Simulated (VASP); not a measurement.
# CuAu3 (P4/mmm) in VASP: single point with PBEsol

Aim: the single point of CuAu3 with PBEsol.

Program: VASP 6.6.1. These are calculated values, not measurements. Logs are shortened: lines on timing, memory, paths and dates and some standing lists are left out, and cuts for length are marked.

## 1. The cell of the first run

The structure is tetragonal, space group P4/mmm (No. 123). The conventional cell has a = 4.034 Å, b = 4.034 Å, c = 3.736 Å, α = 90.00°, β = 90.00°, γ = 90.00°. Cu (site symmetry 4/mmm) has 12 Au at 2.75 to 2.85 Å within 3.6 Å. Au (site symmetry 4/mmm) has 8 Au at 2.75 Å and 4 Cu at 2.85 Å within 3.6 Å. Au (site symmetry mmm) has 4 Cu at 2.75 Å and 8 Au at 2.75 to 2.85 Å within 3.6 Å.

## 2. Single point, PBEsol (uniaxial strain along a: -6.0 %)

INCAR reads:

```
PREC = Accurate
ENCUT = 520
EDIFF = 1E-6
ISMEAR = 0
SIGMA = 0.1
LREAL = False
LASPH = True
NELM = 80
ALGO = Fast
ISIF = 2
LWAVE = False
LCHARG = False
GGA = PS
NBANDS = 30
```

KPOINTS reads:

```
regular mesh
0
Gamma
  14 14 14
```

POSCAR reads:

```
CuAu3
1.0
    3.7357966438      0.0000000000      0.0000000000
    0.0000000000      4.0338655250      0.0000000000
    0.0000000000      0.0000000000      4.0338655250
Cu Au
1 3
Direct
    0.0000000000      0.0000000000      0.0000000000
    0.0000000000      0.5000000000      0.5000000000
    0.5000000000      0.0000000000      0.5000000000
    0.5000000000      0.5000000000      0.0000000000
```

Potentials or basis: VASP PAW PBE potentials, release 64 (Cu, Au).

The run is started by

```sh
> cat potpaw_PBE.64/Cu/POTCAR potpaw_PBE.64/Au/POTCAR > POTCAR
> mpirun -np 1 vasp_std > vasp.out
```

OUTCAR:

```text
PREC = Accurate
   ENCUT = 520
   EDIFF = 1E-6
   ISMEAR = 0
   LREAL = False
   LASPH = True
   NELM = 80
   ISIF = 2
   GGA = PS

 ion  position               nearest neighbor table
   1  0.000  0.000  0.000-   3 2.75   4 2.75   3 2.75   4 2.75   3 2.75   4 2.75   3 2.75   4 2.75
                             2 2.85   2 2.85   2 2.85   2 2.85
   2  0.000  0.500  0.500-   3 2.75   4 2.75   4 2.75   3 2.75   3 2.75   4 2.75   4 2.75   3 2.75
                             1 2.85   1 2.85   1 2.85   1 2.85
   3  0.500  0.000  0.500-   1 2.75   2 2.75   1 2.75   2 2.75   1 2.75   2 2.75   1 2.75   2 2.75
                             4 2.85   4 2.85   4 2.85   4 2.85
   4  0.500  0.500  0.000-   1 2.75   2 2.75   2 2.75   1 2.75   1 2.75   2 2.75   2 2.75   1 2.75
                             3 2.85   3 2.85   3 2.85   3 2.85

  LATTYP: Found a simple tetragonal cell.
 ALAT       =     4.0338655250
 C/A-ratio  =     0.9261083744

  Lattice vectors:

 A1 = (   0.0000000000,   4.0338655250,   0.0000000000)
 A2 = (   0.0000000000,   0.0000000000,   4.0338655250)
 A3 = (   3.7357966438,   0.0000000000,   0.0000000000)

Analysis of symmetry for initial positions (statically):
=====================================================================
 Subroutine PRICEL returns:
 Original cell was already a primitive cell.

 Routine SETGRP: Setting up the symmetry group for a
 simple tetragonal supercell.

 Subroutine GETGRP returns: Found 16 space group operations
 (whereof 16 operations were pure point group operations)
 out of a pool of 16 trial point group operations.

The static configuration has the point symmetry D_4h.

Analysis of symmetry for dynamics (positions and initial velocities):
=====================================================================
 Subroutine PRICEL returns:
 Original cell was already a primitive cell.

 Routine SETGRP: Setting up the symmetry group for a
 simple tetragonal supercell.

 Subroutine GETGRP returns: Found 16 space group operations
 (whereof 16 operations were pure point group operations)
 out of a pool of 16 trial point group operations.

The dynamic configuration has the point symmetry D_4h.

 Subroutine INISYM returns: Found 16 space group operations
 (whereof 16 operations are pure point group operations),
 and found     1 'primitive' translations

----------------------------------------------------------------------------------------

                                     Primitive cell

  volume of cell :      60.7891

  direct lattice vectors                    reciprocal lattice vectors
     3.735796644  0.000000000  0.000000000     0.267680523  0.000000000  0.000000000
     0.000000000  4.033865525  0.000000000     0.000000000  0.247901174  0.000000000
     0.000000000  0.000000000  4.033865525     0.000000000  0.000000000  0.247901174

  length of vectors
     3.735796644  4.033865525  4.033865525     0.267680523  0.247901174  0.247901174

  position of ions in fractional coordinates (direct lattice)
     0.000000000  0.000000000  0.000000000
     0.000000000  0.500000000  0.500000000
     0.500000000  0.000000000  0.500000000
     0.500000000  0.500000000  0.000000000

  ion indices of the primitive-cell ions
   primitive index   ion index
                 1           1
                 2           2
                 3           3
                 4           4

----------------------------------------------------------------------------------------

 KPOINTS: regular mesh

Automatic generation of k-mesh.
 Grid dimensions read from file:
 generate k-points for:   14   14   14

 Generating k-lattice:

  Cartesian coordinates                     Fractional coordinates (reciprocal lattice)
     0.019120037  0.000000000  0.000000000     0.071428571  0.000000000  0.000000000
     0.000000000  0.017707227  0.000000000     0.000000000  0.071428571  0.000000000
     0.000000000  0.000000000  0.017707227     0.000000000  0.000000000  0.071428571

  Length of vectors
     0.019120037  0.017707227  0.017707227

  Shift w.r.t. Gamma in fractional coordinates (k-lattice)
     0.000000000  0.000000000  0.000000000

 Subroutine IBZKPT returns following result:
 ===========================================

 Found    288 irreducible k-points:

 Following reciprocal coordinates:
            Coordinates               Weight
  0.000000  0.000000  0.000000      1.000000
  0.071429  0.000000  0.000000      2.000000
  0.142857  0.000000  0.000000      2.000000
  0.214286  0.000000  0.000000      2.000000
  0.285714  0.000000  0.000000      2.000000
  0.357143  0.000000  0.000000      2.000000
[... 16 lines left out ...]
  0.428571  0.142857  0.000000      8.000000
  0.500000  0.142857  0.000000      4.000000
 [... further k-points ...]
   k-points           NKPTS =    288   k-points in BZ     NKDIM =    288   number of bands    NBANDS=     30
   number of dos      NEDOS =    301   number of ions     NIONS =      4
   total plane-waves  NPLWV =  25200
   dimension x,y,z NGX =    28 NGY =   30 NGZ =   30
   dimension x,y,z NGXF=    56 NGYF=   60 NGZF=   60
   ions per type =               1   3
   NGX,Y,Z   is equivalent  to a cutoff of  12.46, 12.36, 12.36 a.u.
   NGXF,Y,Z  is equivalent  to a cutoff of  24.92, 24.73, 24.73 a.u.
 SYSTEM =  unknown system
   PREC   = accura    normal or accurate (medium, high low for compatibility)
   ISTART =      0    job   : 0-new  1-cont  2-samecut
   ICHARG =      2    charge: 1-file 2-atom 10-const
   ISPIN  =      1    spin polarized calculation?
   LNONCOLLINEAR =      F non collinear calculations
   LSORBIT =      F    spin-orbit coupling
   LASPH  =      T    aspherical Exc in radial PAW
   ENCUT  =  520.0 eV  38.22 Ry    6.18 a.u.   6.95  7.50  7.50*2*pi/ulx,y,z
   NELM   =     80;   NELMIN=  2; NELMDL= -5     # of ELM steps
   EDIFF  = 0.1E-05   stopping-criterion for ELM
   LREAL  =      F    real-space projection
   EDIFFG = 0.1E-04   stopping-criterion for IOM
   NSW    =      0    number of steps for IOM
   IBRION =     -1    ionic relax: 0-MD 1-quasi-New 2-CG
   NFREE  =      0    steps in history (QN), initial steepest desc. (CG)
   ISIF   =      2    stress and relaxation
   ISYM   =      2    0-nonsym 1-usesym 2-fastsym
   POTIM  = 0.5000    time-step for ionic-motion
   TEBEG  =    0.0;   TEEND  =   0.0 temperature during run
   PSTRESS=    0.0 pullay stress
   NELECT =      44.0000    total number of electrons
   NUPDOWN=      -1.0000    fix difference up-down
   EMIN   =  10.00;   EMAX   =-10.00  energy-range for DOS
   EFERMI =   0.00;   METHOD = LEGACY
   ISMEAR =     0;   SIGMA  =   0.10  broadening in eV -4-tet -1-fermi 0-gaus
   EFERMI_NEDOS =   21; number of points for ismear=-14 and -15
   IALGO  =     68    algorithm
   IMIX   =      4    mixing-type and parameters
     AMIX     =   0.40;   BMIX     =  1.00
     AMIX_MAG =   1.60;   BMIX_MAG =  1.00
  volume/ion in A,a.u.               =      15.20       102.56
  Fermi-wavevector in a.u.,A,eV,Ry     =   1.469886  2.777682 29.396276  2.160565
  Thomas-Fermi vector in A             =   2.585210
   LORBIT       =      0    0 simple, 1 ext, 2 COOP (PROOUT), +10 PAW based schemes
   GGA     = PS    functional components
   LHFCALC =     F    Hartree Fock is set to
   AEXX    =    0.0000 exact exchange contribution
   IVDW    =     0    specifies the selected vdW correction
   LEPSILON=     F    determine dielectric tensor
   LRPA    =     F    only Hartree local field effects (RPA)
 non-spin polarized calculation
 RMM-DIIS sequential band-by-band and
 Gauss-broadening in eV      SIGMA  =   0.10
  energy-cutoff  :      520.00
  volume of cell :       60.79
 maximum number of plane-waves:      1658
 NGX is ok and might be reduce to    28
   NGX = 13   NGY = 15   NGZ = 15

 number of electron      44.0000015 magnetization

 Free energy of the ion-electron system (eV)
  ---------------------------------------------------
  ext. energy  EPLUGINS =         0.00000000
  ---------------------------------------------------
  free energy    TOTEN  =       -16.13403628 eV

  energy without entropy =      -16.12895048  energy(sigma->0) =      -16.13149338

 E-fermi :   9.6359     XC(G=0): -13.0869

 val. band max:        9.6351487545   @ k =   0.4286   0.5000   0.3571
 cond. band min:       9.6375129814   @ k =   0.0714   0.4286   0.3571
 fundamental gap:      0.0023642269
 Fermi energy:         9.6358917643

 k-point     1 :       0.0000    0.0000    0.0000
  band No.  band energies     occupation
      1      -0.7509      2.00000
      2       1.7414      2.00000
      3       2.5991      2.00000
      4       2.6221      2.00000
      5       2.6221      2.00000
      6       2.6731      2.00000
[... 22 lines left out ...]
     29      18.9397      0.00000
     30      20.0511      0.00000

 k-point     2 :       0.0714    0.0000    0.0000
  band No.  band energies     occupation
      1      -0.6809      2.00000
      2       1.7872      2.00000
      3       2.6537      2.00000
      4       2.6537      2.00000
      5       2.6539      2.00000
      6       2.6966      2.00000
[... 22 lines left out ...]
     29      19.0638      0.00000
     30      19.9874      0.00000

 k-point     3 :       0.1429    0.0000    0.0000
  band No.  band energies     occupation
      1      -0.4733      2.00000
      2       1.9207      2.00000
      3       2.7482      2.00000
      4       2.7482      2.00000
      5       2.7653      2.00000
      6       2.8148      2.00000
[... 22 lines left out ...]
     29      19.3660      0.00000
     30      19.8883      0.00000

 k-point     4 :       0.2143    0.0000    0.0000
  band No.  band energies     occupation
      1      -0.1360      2.00000
      2       2.1287      2.00000
      3       2.8742      2.00000
      4       2.9045      2.00000
      5       2.9045      2.00000
      6       2.9818      2.00000
[... 22 lines left out ...]
     29      19.5634      0.00000
     30      19.6571      0.00000

 k-point     5 :       0.2857    0.0000    0.0000
  band No.  band energies     occupation
      1       0.3144      2.00000
      2       2.3836      2.00000
      3       3.0127      2.00000
      4       3.0280      2.00000
      5       3.1204      2.00000
      6       3.1204      2.00000
[... 22 lines left out ...]
     29      18.8904      0.00000
     30      19.4089      0.00000
[... 526 lines left out ...]
     29      19.5715      0.00000
     30      20.1536      0.00000

 k-point    22 :       0.3571    0.1429    0.0000
  band No.  band energies     occupation
      1       1.0253      2.00000
      2       2.7533      2.00000
      3       3.1187      2.00000
      4       3.1747      2.00000
      5       3.4065      2.00000
      6       3.5255      2.00000
[... 22 lines left out ...]
     29      19.5121      0.00000
     30      20.7973      0.00000

 k-point    23 :       0.4286    0.1429    0.0000
  band No.  band energies     occupation
      1       1.5424      2.00000
      2       2.7985      2.00000
      3       3.1662      2.00000
      4       3.3268      2.00000
      5       3.6229      2.00000
      6       3.7569      2.00000
[... 22 lines left out ...]
     29      19.4952      0.00000
     30      20.5455      0.00000

 k-point    24 :       0.5000    0.1429    0.0000
  band No.  band energies     occupation
      1       1.8281      2.00000
      2       2.6785      2.00000
      3       3.2373      2.00000
      4       3.3968      2.00000
      5       3.7310      2.00000
      6       3.8550      2.00000
[... 22 lines left out ...]
     29      19.5147      0.00000
     30      20.3715      0.00000

 [... further k-points ...]

------------------------ aborting loop because EDIFF is reached ----------------------------------------

  FORCE on cell =-STRESS in cart. coord.  units (eV):
  Direction    XX          YY          ZZ          XY          YZ          ZX
  --------------------------------------------------------------------------------------
  -------------------------------------------------------------------------------------
  Total        2.8984688      1.9009248      1.9009248      0.0000000      0.0000000     -0.0000000
  in kB       76.3929279     50.1013526     50.1013526      0.0000000      0.0000000     -0.0000000
  external PRESSURE =      58.8652111 kB  Pullay stress =       0.0000000 kB

 VOLUME and BASIS-vectors are now :
 -----------------------------------------------------------------------------
  energy-cutoff  :      520.00
  volume of cell :       60.79
      direct lattice vectors                 reciprocal lattice vectors
     3.735796644  0.000000000  0.000000000     0.267680523  0.000000000  0.000000000
     0.000000000  4.033865525  0.000000000     0.000000000  0.247901174  0.000000000
     0.000000000  0.000000000  4.033865525     0.000000000  0.000000000  0.247901174

 POSITION                                       TOTAL-FORCE (eV/Angst)
 -----------------------------------------------------------------------------------
      0.00000      0.00000      0.00000         0.000000      0.000000      0.000000
      0.00000      2.01693      2.01693         0.000000      0.000000      0.000000
      1.86790      0.00000      2.01693         0.000000      0.000000      0.000000
      1.86790      2.01693      0.00000         0.000000      0.000000      0.000000
 -----------------------------------------------------------------------------------
    total drift:                                0.000000      0.000000      0.000000

  FREE ENERGIE OF THE ION-ELECTRON SYSTEM (eV)
  ---------------------------------------------------
  free  energy   TOTEN  =       -16.1340362757 eV

  energy  without entropy=      -16.1289504755  energy(sigma->0) =      -16.13149338
```

It took 3.3 min on 1 thread of Intel Xeon 6975P-C (Granite Rapids), shared host; peak memory 0.52 GiB.

Results:

```
Free energy            : -16.1340 eV
Pressure               : 5.9 GPa
Band gap on the k mesh : zero (band 22 reaches 10.50 eV, above the bottom of band 23 at 8.38 eV)
```

Stress tensor (GPa, compression positive):
```
7.64 0.00 0.00
0.00 5.01 0.00
0.00 0.00 5.01
```

Levels at points of the mesh, in eV from the Fermi level:
```tsv
k point	band 18	band 19	band 20	band 21	band 22	band 23	band 24	band 25	band 26	band 27
(0.00, 0.00, 0.00)	-1.50	-1.50	-1.35	-1.35	0.41	0.41	1.87	5.51	6.20	7.90
(0.50, 0.00, 0.00)	-2.49	-2.16	-2.12	-1.83	-1.66	4.85	5.14	6.05	6.05	6.75
(0.00, 0.50, 0.00)	-2.33	-2.28	-1.97	-1.45	-1.40	5.36	5.45	5.83	5.98	6.73
(0.50, 0.50, 0.00)	-2.27	-2.26	-2.23	-0.64	-0.06	0.19	0.20	8.15	8.52	8.77
(0.00, 0.50, 0.50)	-2.34	-2.33	-2.33	-1.03	-0.49	-0.44	-0.44	9.28	10.32	10.43
(0.50, 0.50, 0.50)	-1.64	-1.64	-1.57	-1.31	-1.26	-1.26	-1.24	3.12	3.12	3.41
```

Caveat: the cell differs from its parent crystal (uniaxial strain along a: -6.0 %); the PAW data sets were made with another functional, which shifts forces and pressure a little; spin-orbit coupling is left out, which moves the levels of the heavy elements.
